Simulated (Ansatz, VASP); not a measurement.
AlPtC4N4: VASP beside Ansatz

```xyz
10
Lattice="6.0113 0.0000 0.0000 0.0000 6.0113 0.0000 0.0000 0.0000 6.0113" Properties=species:S:1:pos:R:3 pbc="T T T"
Al    0.0000    0.0000    0.0000
Pt    3.0056    3.0056    3.0056
C     1.1347    1.1347    1.1347
C     1.1347    4.8765    4.8765
C     4.8765    1.1347    4.8765
C     4.8765    4.8765    1.1347
N     1.8089    1.8089    1.8089
N     1.8089    4.2024    4.2024
N     4.2024    1.8089    4.2024
N     4.2024    4.2024    1.8089
```

Alike in both runs: functional PBE; k mesh 4 × 4 × 4; occupations gaussian, width 0.1 eV; collinear spin.

Ansatz relaxed the structure, and its values are those at the end. VASP's run is a single point on that final structure, the one shown.

|  | VASP | Ansatz |
| --- | --- | --- |
| version | VASP 6.6.1 | Ansatz 0.2.0 |
| potentials or method | VASP PAW PBE potentials, release 64 (Al, Pt, C, N), cutoff 520 eV | scalar-relativistic, plane waves, PAW |
| valence electrons in the cell | 49 | 57 |

```tsv
	VASP	Ansatz	Ansatz less VASP
gap on the k mesh at the Fermi level (eV)	none	none	-
pressure (GPa)	0.3	0.1	-0.27
rms of the force components (eV/Å)	0.190	0.013	-0.1770
net moment per atom (μB)	0.10	0.10	0.000
size of the moment on the site where the two differ most (μB)	0.72	0.53	-0.194
```

Site moments also hang on the region over which each program counts them. A gap of «none» marks a metal or a gap that the smearing closes. One of these differences is far larger than is usual between the two programs; its cause wasn't traced. With one functional, cell and mesh, what is left measures potentials, basis and numerics. VASP's potentials hold 49 valence electrons a cell and Ansatz's 57, so a difference there can come from the potentials and not from the codes.

Spin-orbit coupling is off throughout. Noted on VASP's run: the standard files for N, O and F lose accuracy on very short bonds.
